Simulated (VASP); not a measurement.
# Si2Mo (Immm) in VASP: notebook

Runs on Si2Mo. Level: PBE. Tasks: single point.

Program: VASP 6.6.1. These are calculated values, not measurements. Logs are shortened: lines on timing, memory, paths and dates and some standing lists are left out, and cuts for length are marked.

## Step 1: The cell of the first run

Symmetry: Immm, No. 71, orthorhombic system. Conventional cell: a = 3.193 Å, b = 3.313 Å, c = 7.814 Å, α = 90.00°, β = 90.00°, γ = 90.00°. Si (site symmetry mm2) has 9 Si at 2.58 to 3.31 Å and 5 Mo at 2.62 to 2.64 Å within 3.4 Å. Mo (site symmetry mmm) has 10 Si at 2.62 to 2.64 Å and 4 Mo at 3.19 to 3.31 Å within 3.5 Å.

## Step 2: Single point, PBE (uniaxial strain along a: +3.0 %)

INCAR reads:

```
SYSTEM = Si2Mo
PREC = Accurate ; ENCUT = 520
EDIFF = 1E-6 ; ISMEAR = 0
SIGMA = 0.1 ; LREAL = .FALSE.
LASPH = .TRUE. ; NELM = 100
ALGO = Normal ; ISIF = 2
LWAVE = .FALSE. ; LCHARG = .FALSE.
GGA = PE ; NBANDS = 31
```

KPOINTS reads:

```
Automatic mesh
0
G
  12 12 6
  0 0 0
```

POSCAR reads:

```
Si2Mo
1.0
    3.3133527866      0.0000000000      0.0000000000
    0.0000000000      3.1927210104      0.0000000000
    0.0000000000      0.0000000000      7.8139723557
Si Mo
4 2
Direct
    0.0000000000      0.0000000000      0.3352292609
    0.5000000000      0.5000000000      0.1647707391
    0.5000000000      0.5000000000      0.8352292609
    0.0000000000      0.0000000000      0.6647707391
    0.0000000000      0.0000000000      0.0000000000
    0.5000000000      0.5000000000      0.5000000000
```

Potentials or basis: VASP PAW PBE potentials, release 64 (Si, Mo_sv).

Started as:

```bash
cat potpaw_PBE.64/Si/POTCAR potpaw_PBE.64/Mo_sv/POTCAR > POTCAR
mpirun -np 1 vasp_std > vasp.out
```

OUTCAR:

```text
SYSTEM = Si2Mo
   PREC = Accurate
   ENCUT = 520
   EDIFF = 1E-6
   ISMEAR = 0
   LREAL = .FALSE.
   LASPH = .TRUE.
   NELM = 100
   ISIF = 2
   GGA = PE

 ion  position               nearest neighbor table
   1  0.000  0.000  0.335-   4 2.58   5 2.62   6 2.64   6 2.64   6 2.64   6 2.64   2 2.66   2 2.66
                             2 2.66   2 2.66
   2  0.500  0.500  0.165-   3 2.58   6 2.62   5 2.64   5 2.64   5 2.64   5 2.64   1 2.66   1 2.66
                             1 2.66   1 2.66
   3  0.500  0.500  0.835-   2 2.58   6 2.62   5 2.64   5 2.64   5 2.64   5 2.64   4 2.66   4 2.66
                             4 2.66   4 2.66
   4  0.000  0.000  0.665-   1 2.58   5 2.62   6 2.64   6 2.64   6 2.64   6 2.64   3 2.66   3 2.66
                             3 2.66   3 2.66
   5  0.000  0.000  0.000-   1 2.62   4 2.62   3 2.64   2 2.64   2 2.64   3 2.64   2 2.64   3 2.64
                             2 2.64   3 2.64
   6  0.500  0.500  0.500-   2 2.62   3 2.62   1 2.64   4 2.64   1 2.64   4 2.64   1 2.64   4 2.64
                             1 2.64   4 2.64

  LATTYP: Found a simple orthorhombic cell.
 ALAT       =     3.1927210104
 B/A-ratio  =     1.0377833753
 C/A-ratio  =     2.4474334996

  Lattice vectors:

 A1 = (   0.0000000000,  -3.1927210104,   0.0000000000)
 A2 = (   3.3133527866,   0.0000000000,   0.0000000000)
 A3 = (   0.0000000000,   0.0000000000,   7.8139723557)

Analysis of symmetry for initial positions (statically):
=====================================================================
 Subroutine PRICEL returns following result:

  LATTYP: Found a body centered orthorhombic cell.
 ALAT       =     3.1927210104
 B/A-ratio  =     1.0377833753
 C/A-ratio  =     2.4474334996

  Lattice vectors:

 A1 = (   1.6566763933,  -1.5963605052,  -3.9069861778)
 A2 = (  -1.6566763933,   1.5963605052,  -3.9069861779)
 A3 = (   1.6566763933,   1.5963605052,   3.9069861779)

   2 primitive cells build up your supercell.

 Routine SETGRP: Setting up the symmetry group for a
 simple orthorhombic supercell.

 Subroutine GETGRP returns: Found  8 space group operations
 (whereof  8 operations were pure point group operations)
 out of a pool of  8 trial point group operations.

The static configuration has the point symmetry D_2h.

Analysis of symmetry for dynamics (positions and initial velocities):
=====================================================================
 Subroutine PRICEL returns following result:

  LATTYP: Found a body centered orthorhombic cell.
 ALAT       =     3.1927210104
 B/A-ratio  =     1.0377833753
 C/A-ratio  =     2.4474334996

  Lattice vectors:

 A1 = (   1.6566763933,  -1.5963605052,  -3.9069861778)
 A2 = (  -1.6566763933,   1.5963605052,  -3.9069861779)
 A3 = (   1.6566763933,   1.5963605052,   3.9069861779)

   2 primitive cells build up your supercell.

 Routine SETGRP: Setting up the symmetry group for a
 simple orthorhombic supercell.

 Subroutine GETGRP returns: Found  8 space group operations
 (whereof  8 operations were pure point group operations)
 out of a pool of  8 trial point group operations.

The dynamic configuration has the point symmetry D_2h.

 Subroutine INISYM returns: Found  8 space group operations
 (whereof  8 operations are pure point group operations),
 and found     2 'primitive' translations

----------------------------------------------------------------------------------------

                                     Primitive cell

  volume of cell :      41.3305

  direct lattice vectors                    reciprocal lattice vectors
     1.656676393 -1.596360505 -3.906986178     0.301809093  0.000000000 -0.127975881
    -1.656676393  1.596360505 -3.906986178     0.000000000  0.313212459 -0.127975881
     1.656676393  1.596360505  3.906986178     0.301809093  0.313212459  0.000000000

  length of vectors
     4.534036229  4.534036229  4.534036229     0.327820919  0.338348742  0.434960657

  position of ions in fractional coordinates (direct lattice)
     0.664770739  0.664770739  0.000000000
     0.335229261  0.335229261  0.000000000
     0.000000000  0.000000000  0.000000000

  ion indices of the primitive-cell ions
   primitive index   ion index
                 1           1
                 2           4
                 3           5

----------------------------------------------------------------------------------------

 KPOINTS: Automatic mesh

Automatic generation of k-mesh.
 Grid dimensions read from file:
 generate k-points for:   12   12    6

 Generating k-lattice:

  Cartesian coordinates                     Fractional coordinates (reciprocal lattice)
     0.025150758  0.000000000  0.000000000     0.083333333  0.000000000  0.000000000
     0.000000000  0.026101038  0.000000000     0.000000000  0.083333333  0.000000000
     0.000000000  0.000000000  0.021329314     0.000000000  0.000000000  0.166666667

  Length of vectors
     0.025150758  0.026101038  0.021329314

  Shift w.r.t. Gamma in fractional coordinates (k-lattice)
     0.000000000  0.000000000  0.000000000

 Subroutine IBZKPT returns following result:
 ===========================================

 Found    196 irreducible k-points:

 Following reciprocal coordinates:
            Coordinates               Weight
  0.000000  0.000000  0.000000      1.000000
  0.083333  0.000000  0.000000      2.000000
  0.166667  0.000000  0.000000      2.000000
  0.250000  0.000000  0.000000      2.000000
  0.333333  0.000000  0.000000      2.000000
  0.416667  0.000000  0.000000      2.000000
[... 16 lines left out ...]
  0.083333  0.250000  0.000000      4.000000
  0.166667  0.250000  0.000000      4.000000
 [... further k-points ...]
   k-points           NKPTS =    196   k-points in BZ     NKDIM =    196   number of bands    NBANDS=     31
   number of dos      NEDOS =    301   number of ions     NIONS =      6
   total plane-waves  NPLWV =  40320
   dimension x,y,z NGX =    28 NGY =   24 NGZ =   60
   dimension x,y,z NGXF=    56 NGYF=   48 NGZF=  120
   ions per type =               4   2
   NGX,Y,Z   is equivalent  to a cutoff of  14.05, 12.50, 12.77 a.u.
   NGXF,Y,Z  is equivalent  to a cutoff of  28.10, 24.99, 25.53 a.u.
 SYSTEM =  Si2Mo
   PREC   = accura    normal or accurate (medium, high low for compatibility)
   ISTART =      0    job   : 0-new  1-cont  2-samecut
   ICHARG =      2    charge: 1-file 2-atom 10-const
   ISPIN  =      1    spin polarized calculation?
   LNONCOLLINEAR =      F non collinear calculations
   LSORBIT =      F    spin-orbit coupling
   LASPH  =      T    aspherical Exc in radial PAW
   ENCUT  =  520.0 eV  38.22 Ry    6.18 a.u.   6.16  5.94 14.53*2*pi/ulx,y,z
   NELM   =    100;   NELMIN=  2; NELMDL= -5     # of ELM steps
   EDIFF  = 0.1E-05   stopping-criterion for ELM
   LREAL  =      F    real-space projection
   EDIFFG = 0.1E-04   stopping-criterion for IOM
   NSW    =      0    number of steps for IOM
   IBRION =     -1    ionic relax: 0-MD 1-quasi-New 2-CG
   NFREE  =      0    steps in history (QN), initial steepest desc. (CG)
   ISIF   =      2    stress and relaxation
   ISYM   =      2    0-nonsym 1-usesym 2-fastsym
   POTIM  = 0.5000    time-step for ionic-motion
   TEBEG  =    0.0;   TEEND  =   0.0 temperature during run
   PSTRESS=    0.0 pullay stress
   NELECT =      44.0000    total number of electrons
   NUPDOWN=      -1.0000    fix difference up-down
   EMIN   =  10.00;   EMAX   =-10.00  energy-range for DOS
   EFERMI =   0.00;   METHOD = LEGACY
   ISMEAR =     0;   SIGMA  =   0.10  broadening in eV -4-tet -1-fermi 0-gaus
   EFERMI_NEDOS =   21; number of points for ismear=-14 and -15
   IALGO  =     38    algorithm
   IMIX   =      4    mixing-type and parameters
     AMIX     =   0.40;   BMIX     =  1.00
     AMIX_MAG =   1.60;   BMIX_MAG =  1.00
  volume/ion in A,a.u.               =      13.78        92.97
  Fermi-wavevector in a.u.,A,eV,Ry     =   1.326760  2.507212 23.950211  1.760291
  Thomas-Fermi vector in A             =   2.456122
   LORBIT       =      0    0 simple, 1 ext, 2 COOP (PROOUT), +10 PAW based schemes
   GGA     = PE    functional components
   LHFCALC =     F    Hartree Fock is set to
   AEXX    =    0.0000 exact exchange contribution
   IVDW    =     0    specifies the selected vdW correction
   LEPSILON=     F    determine dielectric tensor
   LRPA    =     F    only Hartree local field effects (RPA)
 non-spin polarized calculation
 Gauss-broadening in eV      SIGMA  =   0.10
  energy-cutoff  :      520.00
  volume of cell :       82.66
 maximum number of plane-waves:      2260
 NGX is ok and might be reduce to    28
   NGX = 13   NGY = 11   NGZ = 29

 number of electron      44.0000004 magnetization

 Free energy of the ion-electron system (eV)
  ---------------------------------------------------
  ext. energy  EPLUGINS =         0.00000000
  ---------------------------------------------------
  free energy    TOTEN  =       -46.44690330 eV

  energy without entropy =      -46.44433835  energy(sigma->0) =      -46.44562083

 E-fermi :  11.8012     XC(G=0): -12.2982

 val. band max:       11.7805356650   @ k =   0.0833   0.1667   0.0000
 cond. band min:      11.8125827453   @ k =   0.0833   0.0000   0.0000
 fundamental gap:      0.0320470803
 Fermi energy:        11.8012184700

 k-point     1 :       0.0000    0.0000    0.0000
  band No.  band energies     occupation
      1     -48.9029      2.00000
      2     -48.9024      2.00000
      3     -23.0444      2.00000
      4     -23.0409      2.00000
      5     -23.0390      2.00000
      6     -23.0216      2.00000
[... 23 lines left out ...]
     30      16.6579      0.00000
     31      16.7870      0.00000

 k-point     2 :       0.0833    0.0000    0.0000
  band No.  band energies     occupation
      1     -48.9021      2.00000
      2     -48.9016      2.00000
      3     -23.0532      2.00000
      4     -23.0515      2.00000
      5     -23.0425      2.00000
      6     -23.0205      2.00000
[... 23 lines left out ...]
     30      16.9721      0.00000
     31      17.0149      0.00000

 k-point     3 :       0.1667    0.0000    0.0000
  band No.  band energies     occupation
      1     -48.9000      2.00000
      2     -48.8995      2.00000
      3     -23.0869      2.00000
      4     -23.0854      2.00000
      5     -23.0372      2.00000
      6     -23.0176      2.00000
[... 703 lines left out ...]
     30      16.6629      0.00000
     31      17.5573      0.00000

 k-point    24 :       0.1667    0.2500    0.0000
  band No.  band energies     occupation
      1     -48.8908      2.00000
      2     -48.8905      2.00000
      3     -23.0725      2.00000
      4     -23.0719      2.00000
      5     -23.0583      2.00000
      6     -23.0569      2.00000
[... 23 lines left out ...]
     30      16.7792      0.00000
     31      16.8843      0.00000

 [... further k-points ...]
[... 5 lines left out ...]
  --------------------------------------------------------------------------------------
  -------------------------------------------------------------------------------------
  Total       -4.8629523      0.3045307      1.0402437      0.0000000      0.0000000      0.0000000
  in kB      -94.2562309      5.9025693     20.1625366      0.0000000      0.0000000      0.0000000
  external PRESSURE =     -22.7303750 kB  Pullay stress =       0.0000000 kB

 VOLUME and BASIS-vectors are now :
 -----------------------------------------------------------------------------
  energy-cutoff  :      520.00
  volume of cell :       82.66
      direct lattice vectors                 reciprocal lattice vectors
     3.313352787  0.000000000  0.000000000     0.301809093  0.000000000  0.000000000
     0.000000000  3.192721010  0.000000000     0.000000000  0.313212459  0.000000000
     0.000000000  0.000000000  7.813972356     0.000000000  0.000000000  0.127975881

 POSITION                                       TOTAL-FORCE (eV/Angst)
 -----------------------------------------------------------------------------------
      0.00000      0.00000      2.61947        -0.000000      0.000000     -0.002767
      1.65668      1.59636      1.28751        -0.000000      0.000000      0.002767
      1.65668      1.59636      6.52646         0.000000     -0.000000     -0.002767
      0.00000      0.00000      5.19450         0.000000      0.000000      0.002767
      0.00000      0.00000      0.00000         0.000000      0.000000     -0.000000
      1.65668      1.59636      3.90699         0.000000     -0.000000      0.000000
 -----------------------------------------------------------------------------------
    total drift:                                0.000000      0.000000      0.000000

  FREE ENERGIE OF THE ION-ELECTRON SYSTEM (eV)
  ---------------------------------------------------
  free  energy   TOTEN  =       -46.4469033023 eV

  energy  without entropy=      -46.4443383539  energy(sigma->0) =      -46.44562083
```

Wall time 4.6 min (1 thread of Intel Xeon Platinum 8488C (Sapphire Rapids), shared host); peak memory 0.48 GiB.

What came out:

```yaml
Free_energy: -46.4469 eV
Pressure: -2.3 GPa
Band_gap_on_the_k_mesh: zero (band 22 reaches 12.23 eV, above the bottom of band 23 at 11.48 eV)
```

Forces in eV/Å, atoms in the order of the input:
```
Si   0.000  0.000 -0.003
Si   0.000  0.000  0.003
Si   0.000  0.000 -0.003
Si   0.000  0.000  0.003
Mo   0.000  0.000  0.000
Mo   0.000  0.000  0.000
```

Caveat: the cell differs from its parent crystal (uniaxial strain along a: +3.0 %).

(Continued in part 2 of 3.)
